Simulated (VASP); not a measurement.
Here is a VASP 6.6.1 calculation.

The input INCAR:

```
SYSTEM = GaN
ALGO     = Normal         ! electronic algorithm
EDIFF    = 1E-7           ! SCF threshold, eV
ENCUT    = 520            ! plane-wave cutoff, eV
GGA      = PE             ! functional
ISIF     = 2              ! what is computed and relaxed
ISMEAR   = 0              ! smearing method
LASPH    = .True.         ! aspherical terms in the spheres
LCHARG   = .False.        ! write CHGCAR
LREAL    = .False.        ! projectors in reciprocal space
LWAVE    = .False.        ! write WAVECAR
NBANDS   = 16             ! bands
NELM     = 60             ! most SCF steps
PREC     = Accurate       ! precision mode
SIGMA    = 0.01           ! smearing width, eV
```

Contents of KPOINTS:

```
k-points
0
Gamma
  6 6 6
  0 0 0
```

The input POSCAR:

```
GaN
1.0
    0.0000000000      2.2714420703      2.2714420703
    2.2714420703      0.0000000000      2.2714420703
    2.2714420703      2.2714420703      0.0000000000
Ga N
1 1
Direct
    0.0000000000      0.0000000000      0.0000000000
    0.2500000000      0.2500000000      0.2500000000
```

Potentials or basis: VASP PAW PBE potentials, release 64 (Ga_d, N).

Launch:

```bash
$ cat potpaw_PBE.64/Ga_d/POTCAR potpaw_PBE.64/N/POTCAR > POTCAR
$ mpirun -np 1 vasp_std > vasp.out
```

What does it give for the pressure?

0.7 GPa.

What does it give for the band gap on the k mesh?

1.57 eV, direct.

Caveat: the cell differs from its parent crystal (strain +1.0%).
